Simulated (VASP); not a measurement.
Runs of VASP 6.6.1 on AlGaN2. The structure is that of space group P-4m2 (No. 115), or close to it. The cells are those of the table. 

| cell | gap on the mesh (eV) | pressure (GPa) | largest force (eV/Å) |
| --- | --- | --- | --- |
| a = 3.062, b = 3.062, c = 4.719 Å, 4 atoms | 2.59 | -7.1 | 0.03 |
| a = 3.022, b = 3.022, c = 4.658 Å, 4 atoms | 2.88 | 0.4 | 0.04 |
| a = 3.101, b = 3.101, c = 4.779 Å, 4 atoms | 2.31 | -13.3 | 0.03 |
| a = 3.253, b = 3.253, c = 4.180 Å, 4 atoms | 2.74 | -7.5 | 0.03 |
| a = 2.970, b = 2.970, c = 5.014 Å, 4 atoms | 2.16 | -8.3 | 0.03 |
| a = 3.396, b = 3.396, c = 3.984 Å, 4 atoms | 2.18 | (a) | 0.02 |
| a = 3.008, b = 3.008, c = 5.078 Å, 4 atoms | 1.89 | (b) | 0.03 |
| a = 3.354, b = 3.354, c = 3.934 Å, 4 atoms | (d) | (c) | 0.02 |

Alike in all rows: task single point; level LDA; potentials or basis VASP PAW LDA potentials, release 64 (Al, Ga_d, N); no spin polarisation; k mesh 8 × 8 × 6; cutoff (eV) 520; smearing gaussian 0.05 eV.

Q: Fill in the values left out.

A: (a) -15.3; (b) -14.3; (c) -9.4; (d) 2.48.

A k mesh can miss the band edges, and the runs leave out spin-orbit coupling on Ga.
